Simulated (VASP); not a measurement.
# NaTaSe2 (P4/mmm) in VASP: single point with PBE

Aim: the single point of NaTaSe2 with PBE.

Everything below comes from runs of VASP 6.6.1. Logs are shortened: lines on timing, memory, paths and dates and some standing lists are left out, and cuts for length are marked.

### Step 1. The cell of the first run

Symmetry: P4/mmm, No. 123, tetragonal system. Conventional cell: a = 3.849 Å, b = 3.849 Å, c = 5.329 Å, α = 90.00°, β = 90.00°, γ = 90.00°. Within 3.5 Å of Na (site symmetry 4/mmm) lie 6 Se at 2.66 to 2.72 Å. Within 3.5 Å of Ta (site symmetry 4/mmm) lie 6 Se at 2.66 to 2.72 Å. Within 3.5 Å of Se (site symmetry 4/mmm) lie 2 Ta at 2.66 Å and 4 Na at 2.72 Å. Within 3.5 Å of Se (site symmetry 4/mmm) lie 2 Na at 2.66 Å and 4 Ta at 2.72 Å.

### Step 2. Single point, PBE, collinear spin, ferromagnetic start

Input file INCAR:

```
ALGO = Normal ; EDIFF = 1E-6
ENCUT = 520 ; GGA = PE
ISIF = 2 ; ISMEAR = 0
ISPIN = 2 ; LASPH = True
LCHARG = True ; LELF = True
LMAXMIX = 4 ; LORBIT = 11
LREAL = False ; LVHAR = True
LWAVE = False ; MAGMOM = 0 1 0 0
NBANDS = 27 ; NELM = 150
PREC = Accurate ; SIGMA = 0.1
```

Input file KPOINTS:

```
k-points
0
Gamma
  4 4 4
```

Input file POSCAR:

```
NaTaSe2
1.0
    3.8488781616      0.0000000000      0.0000000000
    0.0000000000      3.8488781616      0.0000000000
    0.0000000000      0.0000000000      5.3290467471
Na Ta Se
1 1 2
Direct
    0.0000000000      0.0000000000      0.5000000000
    0.5000000000      0.5000000000      0.0000000000
    0.5000000000      0.5000000000      0.5000000000
    0.0000000000      0.0000000000      0.0000000000
```

Potentials or basis: VASP PAW PBE potentials, release 64 (Na_pv, Ta_pv, Se).

Launch:

```sh
$ cat potpaw_PBE.64/Na_pv/POTCAR potpaw_PBE.64/Ta_pv/POTCAR potpaw_PBE.64/Se/POTCAR > POTCAR
$ mpirun -np 1 vasp_std > vasp.out
```

OUTCAR:

```text
EDIFF = 1E-6
   ENCUT = 520
   GGA = PE
   ISIF = 2
   ISMEAR = 0
   ISPIN = 2
   LASPH = True
   LORBIT = 11
   LREAL = False
   NELM = 150
   PREC = Accurate

 ion  position               nearest neighbor table
   1  0.000  0.000  0.500-   4 2.66   4 2.66   3 2.72   3 2.72   3 2.72   3 2.72
   2  0.500  0.500  0.000-   3 2.66   3 2.66   4 2.72   4 2.72   4 2.72   4 2.72
   3  0.500  0.500  0.500-   2 2.66   2 2.66   1 2.72   1 2.72   1 2.72   1 2.72
   4  0.000  0.000  0.000-   1 2.66   1 2.66   2 2.72   2 2.72   2 2.72   2 2.72

  LATTYP: Found a simple tetragonal cell.
 ALAT       =     3.8488781616
 C/A-ratio  =     1.3845714318

  Lattice vectors:

 A1 = (   3.8488781616,   0.0000000000,   0.0000000000)
 A2 = (   0.0000000000,   3.8488781616,   0.0000000000)
 A3 = (   0.0000000000,   0.0000000000,   5.3290467471)

Analysis of symmetry for initial positions (statically):
=====================================================================
 Subroutine PRICEL returns:
 Original cell was already a primitive cell.

 Routine SETGRP: Setting up the symmetry group for a
 simple tetragonal supercell.

 Subroutine GETGRP returns: Found 16 space group operations
 (whereof 16 operations were pure point group operations)
 out of a pool of 16 trial point group operations.

The static configuration has the point symmetry D_4h.

Analysis of symmetry for dynamics (positions and initial velocities):
=====================================================================
 Subroutine PRICEL returns:
 Original cell was already a primitive cell.

 Routine SETGRP: Setting up the symmetry group for a
 simple tetragonal supercell.

 Subroutine GETGRP returns: Found 16 space group operations
 (whereof 16 operations were pure point group operations)
 out of a pool of 16 trial point group operations.

The dynamic configuration has the point symmetry D_4h.

Analysis of structural, dynamic, and magnetic symmetry:
=====================================================================
 Subroutine PRICEL returns:
 Original cell was already a primitive cell.

 Routine SETGRP: Setting up the symmetry group for a
 simple tetragonal supercell.

 Subroutine GETGRP returns: Found 16 space group operations
 (whereof 16 operations were pure point group operations)
 out of a pool of 16 trial point group operations.

The overall configuration has the point symmetry D_4h.

 Subroutine INISYM returns: Found 16 space group operations
 (whereof 16 operations are pure point group operations),
 and found     1 'primitive' translations

----------------------------------------------------------------------------------------

                                     Primitive cell

  volume of cell :      78.9438

  direct lattice vectors                    reciprocal lattice vectors
     3.848878162  0.000000000  0.000000000     0.259815967  0.000000000  0.000000000
     0.000000000  3.848878162  0.000000000     0.000000000  0.259815967  0.000000000
     0.000000000  0.000000000  5.329046747     0.000000000  0.000000000  0.187650822

  length of vectors
     3.848878162  3.848878162  5.329046747     0.259815967  0.259815967  0.187650822

  position of ions in fractional coordinates (direct lattice)
     0.000000000  0.000000000  0.500000000
     0.500000000  0.500000000  0.000000000
     0.500000000  0.500000000  0.500000000
     0.000000000  0.000000000  0.000000000

  ion indices of the primitive-cell ions
   primitive index   ion index
                 1           1
                 2           2
                 3           3
                 4           4

----------------------------------------------------------------------------------------

 KPOINTS: k-points

Automatic generation of k-mesh.
 Grid dimensions read from file:
 generate k-points for:    4    4    4

 Generating k-lattice:

  Cartesian coordinates                     Fractional coordinates (reciprocal lattice)
     0.064953992  0.000000000  0.000000000     0.250000000  0.000000000  0.000000000
     0.000000000  0.064953992  0.000000000     0.000000000  0.250000000  0.000000000
     0.000000000  0.000000000  0.046912705     0.000000000  0.000000000  0.250000000

  Length of vectors
     0.064953992  0.064953992  0.046912705

  Shift w.r.t. Gamma in fractional coordinates (k-lattice)
     0.000000000  0.000000000  0.000000000

 Subroutine IBZKPT returns following result:
 ===========================================

 Found     18 irreducible k-points:

 Following reciprocal coordinates:
            Coordinates               Weight
  0.000000  0.000000  0.000000      1.000000
  0.250000  0.000000  0.000000      4.000000
  0.500000  0.000000  0.000000      2.000000
  0.250000  0.250000  0.000000      4.000000
  0.500000  0.250000  0.000000      4.000000
  0.500000  0.500000  0.000000      1.000000
[... 10 lines left out ...]
  0.500000  0.250000  0.500000      4.000000
  0.500000  0.500000  0.500000      1.000000
   k-points           NKPTS =     18   k-points in BZ     NKDIM =     18   number of bands    NBANDS=     27
   number of dos      NEDOS =    301   number of ions     NIONS =      4
   total plane-waves  NPLWV =  36000
   dimension x,y,z NGX =    30 NGY =   30 NGZ =   40
   dimension x,y,z NGXF=    60 NGYF=   60 NGZF=   80
   ions per type =               1   1   2
   NGX,Y,Z   is equivalent  to a cutoff of  12.96, 12.96, 12.48 a.u.
   NGXF,Y,Z  is equivalent  to a cutoff of  25.92, 25.92, 24.96 a.u.
 SYSTEM =  unknown system
   PREC   = accura    normal or accurate (medium, high low for compatibility)
   ISTART =      0    job   : 0-new  1-cont  2-samecut
   ICHARG =      2    charge: 1-file 2-atom 10-const
   ISPIN  =      2    spin polarized calculation?
   LNONCOLLINEAR =      F non collinear calculations
   LSORBIT =      F    spin-orbit coupling
   LASPH  =      T    aspherical Exc in radial PAW
   ENCUT  =  520.0 eV  38.22 Ry    6.18 a.u.   7.16  7.16  9.91*2*pi/ulx,y,z
   NELM   =    150;   NELMIN=  2; NELMDL= -5     # of ELM steps
   EDIFF  = 0.1E-05   stopping-criterion for ELM
   LREAL  =      F    real-space projection
   EDIFFG = 0.1E-04   stopping-criterion for IOM
   NSW    =      0    number of steps for IOM
   IBRION =     -1    ionic relax: 0-MD 1-quasi-New 2-CG
   NFREE  =      0    steps in history (QN), initial steepest desc. (CG)
   ISIF   =      2    stress and relaxation
   ISYM   =      2    0-nonsym 1-usesym 2-fastsym
   POTIM  = 0.5000    time-step for ionic-motion
   TEBEG  =    0.0;   TEEND  =   0.0 temperature during run
   PSTRESS=    0.0 pullay stress
   NELECT =      30.0000    total number of electrons
   NUPDOWN=      -1.0000    fix difference up-down
   EMIN   =  10.00;   EMAX   =-10.00  energy-range for DOS
   EFERMI =   0.00;   METHOD = LEGACY
   ISMEAR =     0;   SIGMA  =   0.10  broadening in eV -4-tet -1-fermi 0-gaus
   EFERMI_NEDOS =   21; number of points for ismear=-14 and -15
   IALGO  =     38    algorithm
   IMIX   =      4    mixing-type and parameters
     AMIX     =   0.40;   BMIX     =  1.00
     AMIX_MAG =   1.60;   BMIX_MAG =  1.00
  volume/ion in A,a.u.               =      19.74       133.18
  Fermi-wavevector in a.u.,A,eV,Ry     =   1.185794  2.240826 19.131257  1.406108
  Thomas-Fermi vector in A             =   2.321980
   LORBIT       =     11    0 simple, 1 ext, 2 COOP (PROOUT), +10 PAW based schemes
   GGA     = PE    functional components
   LHFCALC =     F    Hartree Fock is set to
   AEXX    =    0.0000 exact exchange contribution
   IVDW    =     0    specifies the selected vdW correction
   LEPSILON=     F    determine dielectric tensor
   LRPA    =     F    only Hartree local field effects (RPA)
 spin polarized calculation
 Gauss-broadening in eV      SIGMA  =   0.10
  energy-cutoff  :      520.00
  volume of cell :       78.94
 maximum number of plane-waves:      2140
 NGX is ok and might be reduce to    30
   NGX = 15   NGY = 15   NGZ = 19

 number of electron      30.0000004 magnetization       0.2295165

 Free energy of the ion-electron system (eV)
  ---------------------------------------------------
  ext. energy  EPLUGINS =         0.00000000
  ---------------------------------------------------
  free energy    TOTEN  =       -21.78162589 eV

  energy without entropy =      -21.76516185  energy(sigma->0) =      -21.77339387

 E-fermi :   5.2693     XC(G=0): -10.3678

 val. band max:        5.2484957896   @ k =   0.5000   0.2500   0.2500
 cond. band min:       5.2765394375   @ k =   0.5000   0.2500   0.2500
 fundamental gap:      0.0280436479
 Fermi energy:         5.2693038884

 spin component 1

 k-point     1 :       0.0000    0.0000    0.0000
  band No.  band energies     occupation
      1     -30.8363      1.00000
      2     -30.8363      1.00000
      3     -30.7311      1.00000
      4     -18.5651      1.00000
      5     -18.5096      1.00000
      6     -18.5096      1.00000
[... 19 lines left out ...]
     26      15.7835      0.00000
     27      16.5153      0.00000
[... 486 lines left out ...]
      4     -18.5666      1.00000
      5     -18.5286      1.00000
      6     -18.5286      1.00000
[... 19 lines left out ...]
     26      14.4539      0.00000
     27      14.4539      0.00000
 Fermi energy:         5.2693038884

 spin component 2

 k-point     1 :       0.0000    0.0000    0.0000
  band No.  band energies     occupation
      1     -30.7558      1.00000
      2     -30.7558      1.00000
      3     -30.6161      1.00000
      4     -18.5643      1.00000
      5     -18.5084      1.00000
      6     -18.5084      1.00000
[... 19 lines left out ...]
     26      15.8402      0.00000
     27      16.5381      0.00000
[... 487 lines left out ...]
      5     -18.5274      1.00000
      6     -18.5274      1.00000
[... 19 lines left out ...]
     26      14.5051      0.00000
     27      14.5051      0.00000

------------------------ aborting loop because EDIFF is reached ----------------------------------------

  FORCE on cell =-STRESS in cart. coord.  units (eV):
  Direction    XX          YY          ZZ          XY          YZ          ZX
  --------------------------------------------------------------------------------------
  -------------------------------------------------------------------------------------
  Total        0.1555713      0.1555713      0.0569991      0.0000000      0.0000000     -0.0000000
  in kB        3.1573465      3.1573465      1.1568065      0.0000000      0.0000000     -0.0000000
  external PRESSURE =       2.4904999 kB  Pullay stress =       0.0000000 kB

 VOLUME and BASIS-vectors are now :
 -----------------------------------------------------------------------------
  energy-cutoff  :      520.00
  volume of cell :       78.94
      direct lattice vectors                 reciprocal lattice vectors
     3.848878162  0.000000000  0.000000000     0.259815967  0.000000000  0.000000000
     0.000000000  3.848878162  0.000000000     0.000000000  0.259815967  0.000000000
     0.000000000  0.000000000  5.329046747     0.000000000  0.000000000  0.187650822

 POSITION                                       TOTAL-FORCE (eV/Angst)
 -----------------------------------------------------------------------------------
      0.00000      0.00000      2.66452         0.000000      0.000000      0.000000
      1.92444      1.92444      0.00000         0.000000      0.000000      0.000000
      1.92444      1.92444      2.66452         0.000000      0.000000      0.000000
      0.00000      0.00000      0.00000         0.000000      0.000000      0.000000
 -----------------------------------------------------------------------------------
    total drift:                                0.000000      0.000000      0.000000

  FREE ENERGIE OF THE ION-ELECTRON SYSTEM (eV)
  ---------------------------------------------------
  free  energy   TOTEN  =       -21.7816258869 eV

  energy  without entropy=      -21.7651618495  energy(sigma->0) =      -21.77339387

 total charge

# of ion       s       p       d       tot
------------------------------------------
    1        0.078   6.021   0.000   6.098
    2        0.243   6.085   2.281   8.609
    3        1.433   2.473   0.028   3.934
    4        1.431   2.430   0.059   3.920
--------------------------------------------------
tot          3.184  17.009   2.368  22.562

 magnetization (x)

# of ion       s       p       d       tot
------------------------------------------
    1        0.001   0.000   0.000   0.001
    2        0.005   0.001   0.137   0.143
    3       -0.000   0.007   0.002   0.009
    4       -0.000  -0.002   0.003   0.000
--------------------------------------------------
tot          0.006   0.006   0.142   0.154
```

It took 54 s on 1 thread of Intel Xeon Platinum 8375C at 2.90GHz (Ice Lake), shared host; peak memory 0.24 GiB.

What came out:

```
Free energy                                           : -21.7816 eV
Pressure                                              : 0.2 GPa
Net moment                                            : 0.23 μB per cell
Site moments                                          : Na +0.00; Ta +0.14; Se +0.01, +0.00 μB
Valence electrons inside the program's atomic spheres : Na 6.10; Ta 8.61; Se 3.93, 3.92
```

Stress tensor (GPa, compression positive):
```
0.32 0.00 0.00
0.00 0.32 0.00
0.00 0.00 0.12
```

Levels at points of the mesh, in eV from the Fermi level:
Spin up:
```tsv
k point	band 11	band 12	band 13	band 14	band 15	band 16	band 17	band 18	band 19	band 20
(0.00, 0.00, 0.00)	-3.51	-2.69	-1.67	-1.42	-1.42	-0.79	-0.51	-0.51	0.43	0.83
(0.50, 0.00, 0.00)	-4.62	-4.21	-3.63	-1.74	-0.22	0.41	0.84	0.93	3.93	4.76
(0.50, 0.50, 0.00)	-3.22	-3.05	-2.87	-2.87	-1.79	-1.79	0.05	1.02	1.06	1.32
(0.00, 0.00, 0.50)	-3.29	-3.29	-2.68	-2.68	-2.63	-0.78	0.53	1.29	1.29	4.46
(0.50, 0.00, 0.50)	-5.20	-4.96	-2.47	-2.05	0.43	1.21	1.38	2.63	3.16	4.77
(0.50, 0.50, 0.50)	-5.26	-4.51	-4.51	-3.65	0.05	0.41	0.41	1.03	1.34	6.09
```
Spin down:
| k point | band 13 | band 14 | band 15 | band 16 | band 17 | band 18 |
| --- | --- | --- | --- | --- | --- | --- |
| (0.00, 0.00, 0.00) | -1.67 | -1.41 | -1.41 | -0.70 | -0.34 | -0.34 |
| (0.50, 0.00, 0.00) | -3.61 | -1.71 | -0.04 | 0.51 | 0.93 | 1.06 |
| (0.50, 0.50, 0.00) | -2.86 | -2.86 | -1.65 | -1.65 | 0.12 | 1.13 |
| (0.00, 0.00, 0.50) | -2.62 | -2.62 | -2.55 | -0.69 | 0.59 | 1.42 |
| (0.50, 0.00, 0.50) | -2.41 | -2.03 | 0.53 | 1.37 | 1.52 | 2.68 |
| (0.50, 0.50, 0.50) | -4.45 | -3.64 | 0.12 | 0.55 | 0.55 | 1.14 |

Caveat: the k points lie up to 0.41 Å⁻¹ apart; spin-orbit coupling is left out, which moves the levels of the heavy elements.
